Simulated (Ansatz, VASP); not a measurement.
## P in VASP and in Ansatz

```
P
1.0
     4.59164    0.00000    0.00000
    -2.29582    3.97648    0.00000
     0.00000    0.00000    2.56410
P
3
Direct
  0.00000 0.00000 0.00000
  0.33333 0.66667 0.50000
  0.66667 0.33333 0.50000
```

Alike in both runs: task single point; functional r2SCAN; k mesh 9 × 9 × 14; occupations fermi-dirac, width 0.1 eV; no spin polarisation.

|  | VASP | Ansatz |
| --- | --- | --- |
| version | VASP 6.6.1 | Ansatz 0.2.0 |
| potentials or method | VASP PAW PBE potentials, release 64 (P), cutoff 550 eV | plane waves (500 eV) with PAW, scalar-relativistic |
| valence electrons in the cell | 15 | 15 |

Ansatz gave:

* pressure (GPa): -6.3
* traceless stress, the component that is largest in VASP (GPa): -2.98

Task: Which values does VASP return?

Result: Pressure (GPa): -6.4; traceless stress, the component that is largest in VASP (GPa): -3.00.

VASP's potentials were made for PBE, not for r2SCAN. With one functional, cell and mesh, what is left measures potentials, basis and numerics.
